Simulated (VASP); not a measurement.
# KTaO3 (Pmmm) in VASP: single point with PBEsol

Aim: the single point of KTaO3 with PBEsol.

Everything below comes from runs of VASP 6.6.1. Logs are shortened: lines on timing, memory, paths and dates and some standing lists are left out, and cuts for length are marked.

## (1) The cell of the first run

Symmetry: Pmmm, No. 47, orthorhombic system. Conventional cell: a = 3.388 Å, b = 3.985 Å, c = 4.424 Å, α = 90.00°, β = 90.00°, γ = 90.00°. K (site symmetry mmm) has 12 O at 2.62 to 2.98 Å and 2 K at 3.39 Å and 8 Ta at 3.43 Å within 3.5 Å. Ta (site symmetry mmm) has 6 O at 1.69 to 2.21 Å within 2.3 Å. O (site symmetry mmm) has 2 Ta at 1.69 Å within 2.3 Å. O (site symmetry mmm) has 2 Ta at 1.99 Å and 4 O at 2.62 Å and 4 K at 2.79 Å within 2.8 Å. Within 3.0 Å of O (site symmetry mmm) lie 2 Ta at 2.21 Å and 4 K at 2.62 Å and 8 O at 2.79 to 2.98 Å.

## (2) Single point, PBEsol (normal strain along x -0.1500, normal strain along z +0.1100)

INCAR reads:

```
SYSTEM = KTaO3
PREC = Accurate
ENCUT = 700
EDIFF = 1E-6
ISMEAR = 0
SIGMA = 0.05
LREAL = .False.
LASPH = .True.
NELM = 120
ALGO = Normal
ISIF = 2
LWAVE = .False.
LCHARG = .False.
GGA = PS
NBANDS = 28
GGA_COMPAT = .False.
```

KPOINTS reads:

```
Automatic mesh
0
Gamma
  8 8 8
  0 0 0
```

POSCAR reads:

```
KTaO3
1.0
    3.3875543774      0.0000000000      0.0000000000
    0.0000000000      3.9853580911      0.0000000000
    0.0000000000      0.0000000000      4.4237474811
K Ta O
1 1 3
Direct
    0.5000000000      0.5000000000      0.5000000000
    0.0000000000      0.0000000000      0.0000000000
    0.5000000000      0.0000000000      0.0000000000
    0.0000000000      0.5000000000      0.0000000000
    0.0000000000      0.0000000000      0.5000000000
```

Potentials or basis: VASP PAW PBE potentials, release 64 (K_sv, Ta_sv_GW, O).

On the command line:

```bash
$ cat potpaw_PBE.64/K_sv/POTCAR potpaw_PBE.64/Ta_sv_GW/POTCAR potpaw_PBE.64/O/POTCAR > POTCAR
$ mpirun -np 1 vasp_std > vasp.out
```

OUTCAR:

```text
SYSTEM = KTaO3
   PREC = Accurate
   ENCUT = 700
   EDIFF = 1E-6
   ISMEAR = 0
   LREAL = .False.
   LASPH = .True.
   NELM = 120
   ISIF = 2
   GGA = PS

 ion  position               nearest neighbor table
   1  0.500  0.500  0.500-   5 2.62   5 2.62   5 2.62   5 2.62   4 2.79   4 2.79   4 2.79   4 2.79
                             2 3.43   2 3.43   2 3.43   2 3.43   2 3.43   2 3.43   2 3.43   2 3.43
   2  0.000  0.000  0.000-   3 1.69   3 1.69   4 1.99   4 1.99   5 2.21   5 2.21   1 3.43   1 3.43
                             1 3.43   1 3.43   1 3.43   1 3.43   1 3.43   1 3.43
   3  0.500  0.000  0.000-   2 1.69   2 1.69
   4  0.000  0.500  0.000-   2 1.99   2 1.99   1 2.79   1 2.79   1 2.79   1 2.79
   5  0.000  0.000  0.500-   2 2.21   2 2.21   1 2.62   1 2.62   1 2.62   1 2.62

  LATTYP: Found a simple orthorhombic cell.
 ALAT       =     3.3875543774
 B/A-ratio  =     1.1764705882
 C/A-ratio  =     1.3058823529

  Lattice vectors:

 A1 = (   3.3875543774,   0.0000000000,   0.0000000000)
 A2 = (   0.0000000000,   3.9853580911,   0.0000000000)
 A3 = (   0.0000000000,   0.0000000000,   4.4237474811)

Analysis of symmetry for initial positions (statically):
=====================================================================
 Subroutine PRICEL returns:
 Original cell was already a primitive cell.

 Routine SETGRP: Setting up the symmetry group for a
 simple orthorhombic supercell.

 Subroutine GETGRP returns: Found  8 space group operations
 (whereof  8 operations were pure point group operations)
 out of a pool of  8 trial point group operations.

The static configuration has the point symmetry D_2h.

Analysis of symmetry for dynamics (positions and initial velocities):
=====================================================================
 Subroutine PRICEL returns:
 Original cell was already a primitive cell.

 Routine SETGRP: Setting up the symmetry group for a
 simple orthorhombic supercell.

 Subroutine GETGRP returns: Found  8 space group operations
 (whereof  8 operations were pure point group operations)
 out of a pool of  8 trial point group operations.

The dynamic configuration has the point symmetry D_2h.

 Subroutine INISYM returns: Found  8 space group operations
 (whereof  8 operations are pure point group operations),
 and found     1 'primitive' translations

[... 98 lines left out ...]
   ENCUT  =  700.0 eV  51.45 Ry    7.17 a.u.   7.31  8.60  9.54*2*pi/ulx,y,z
   NELM   =    120;   NELMIN=  2; NELMDL= -5     # of ELM steps
   EDIFF  = 0.1E-05   stopping-criterion for ELM
   LREAL  =      F    real-space projection
   EDIFFG = 0.1E-04   stopping-criterion for IOM
   NSW    =      0    number of steps for IOM
   IBRION =     -1    ionic relax: 0-MD 1-quasi-New 2-CG
   NFREE  =      0    steps in history (QN), initial steepest desc. (CG)
   ISIF   =      2    stress and relaxation
   ISYM   =      2    0-nonsym 1-usesym 2-fastsym
   POTIM  = 0.5000    time-step for ionic-motion
   TEBEG  =    0.0;   TEEND  =   0.0 temperature during run
   PSTRESS=    0.0 pullay stress
   NELECT =      40.0000    total number of electrons
   NUPDOWN=      -1.0000    fix difference up-down
   EMIN   =  10.00;   EMAX   =-10.00  energy-range for DOS
   EFERMI =   0.00;   METHOD = LEGACY
   ISMEAR =     0;   SIGMA  =   0.05  broadening in eV -4-tet -1-fermi 0-gaus
   EFERMI_NEDOS =   21; number of points for ismear=-14 and -15
   IALGO  =     38    algorithm
   IMIX   =      4    mixing-type and parameters
     AMIX     =   0.40;   BMIX     =  1.00
     AMIX_MAG =   1.60;   BMIX_MAG =  1.00
  volume/ion in A,a.u.               =      11.94        80.61
  Fermi-wavevector in a.u.,A,eV,Ry     =   1.432342  2.706735 27.913777  2.051605
  Thomas-Fermi vector in A             =   2.551980
   LORBIT       =      0    0 simple, 1 ext, 2 COOP (PROOUT), +10 PAW based schemes
   GGA     = PS    functional components
   LHFCALC =     F    Hartree Fock is set to
   AEXX    =    0.0000 exact exchange contribution
   IVDW    =     0    specifies the selected vdW correction
   LEPSILON=     F    determine dielectric tensor
   LRPA    =     F    only Hartree local field effects (RPA)
 non-spin polarized calculation
 Gauss-broadening in eV      SIGMA  =   0.05
  energy-cutoff  :      700.00
  volume of cell :       59.72
 maximum number of plane-waves:      2534
 NGX is ok and might be reduce to    30
   NGX = 15   NGY = 17   NGZ = 19

 number of electron      40.0000000 magnetization

 Free energy of the ion-electron system (eV)
  ---------------------------------------------------
  ext. energy  EPLUGINS =         0.00000000
  ---------------------------------------------------
  free energy    TOTEN  =       -41.62861180 eV

  energy without entropy =      -41.62861180  energy(sigma->0) =      -41.62861180

 E-fermi :   4.2253     XC(G=0): -11.5644

 val. band max:        3.8550591721   @ k =   0.0000   0.0000   0.0000
 cond. band min:       5.4959521407   @ k =   0.0000   0.0000   0.0000
 fundamental gap:      1.6408929686
 Fermi energy:         4.2253437190

 k-point     1 :       0.0000    0.0000    0.0000
  band No.  band energies     occupation
      1     -63.5181      2.00000
      2     -30.9314      2.00000
      3     -30.0477      2.00000
      4     -29.9733      2.00000
      5     -23.3471      2.00000
      6     -16.2329      2.00000
[... 733 lines left out ...]
     27      14.5973      0.00000
     28      14.9036      0.00000

 [... further k-points ...]

------------------------ aborting loop because EDIFF is reached ----------------------------------------

  FORCE on cell =-STRESS in cart. coord.  units (eV):
  Direction    XX          YY          ZZ          XY          YZ          ZX
  --------------------------------------------------------------------------------------
  -------------------------------------------------------------------------------------
  Total       50.5070492      2.6965760     -8.4443704      0.0000000      0.0000000      0.0000000
  in kB     1354.9355121     72.3401312   -226.5342652      0.0000000      0.0000000      0.0000000
  external PRESSURE =     400.2471260 kB  Pullay stress =       0.0000000 kB

 VOLUME and BASIS-vectors are now :
 -----------------------------------------------------------------------------
  energy-cutoff  :      700.00
  volume of cell :       59.72
      direct lattice vectors                 reciprocal lattice vectors
     3.387554377  0.000000000  0.000000000     0.295198213  0.000000000  0.000000000
     0.000000000  3.985358091  0.000000000     0.000000000  0.250918481  0.000000000
     0.000000000  0.000000000  4.423747481     0.000000000  0.000000000  0.226052686

 POSITION                                       TOTAL-FORCE (eV/Angst)
 -----------------------------------------------------------------------------------
      1.69378      1.99268      2.21187         0.000000      0.000000      0.000000
      0.00000      0.00000      0.00000         0.000000      0.000000      0.000000
      1.69378      0.00000      0.00000         0.000000      0.000000      0.000000
      0.00000      1.99268      0.00000         0.000000      0.000000      0.000000
      0.00000      0.00000      2.21187         0.000000      0.000000      0.000000
 -----------------------------------------------------------------------------------
    total drift:                                0.000000     -0.000000      0.000000

  FREE ENERGIE OF THE ION-ELECTRON SYSTEM (eV)
  ---------------------------------------------------
  free  energy   TOTEN  =       -41.6286117988 eV

  energy  without entropy=      -41.6286117988  energy(sigma->0) =      -41.62861180
```

Wall time 6.6 min (1 thread of Intel Xeon Platinum 8259CL at 2.50GHz (Skylake/Cascade Lake), shared host); peak memory 0.45 GiB.

What came out:

| Item | Value |
| --- | --- |
| Free energy | -41.6286 eV |
| Pressure | 40.0 GPa |
| Band gap on the k mesh | 1.64 eV |

Levels at points of the mesh, in eV from the valence-band top:
```
           k point  band 18  band 19  band 20  band 21  band 22  band 23
(0.00, 0.00, 0.00)    -0.45    -0.34     0.00     1.64     2.02     2.08
(0.50, 0.00, 0.00)    -1.57    -0.92    -0.85     2.16     5.10     7.61
(0.00, 0.50, 0.00)    -1.20    -0.89    -0.19     2.14     4.75     4.76
(0.50, 0.50, 0.00)    -0.81    -0.72    -0.52     4.96     5.38     7.50
(0.00, 0.00, 0.50)    -1.32    -1.06    -0.30     2.13     3.64     3.67
(0.50, 0.00, 0.50)    -1.83    -1.66    -0.68     3.84     7.55     7.57
(0.00, 0.50, 0.50)    -1.42    -0.49    -0.35     3.70     4.77     5.40
(0.50, 0.50, 0.50)    -0.58    -0.18    -0.03     5.70     7.70     8.18
```

Caveat: the cell differs from its parent crystal (normal strain along x -0.1500, normal strain along z +0.1100); the stress differs along the axes, from -23 to 135 GPa; the PAW data sets were made with another functional, which shifts forces and pressure a little; spin-orbit coupling is left out, which moves the levels of the heavy elements. A k mesh can miss the band edges.
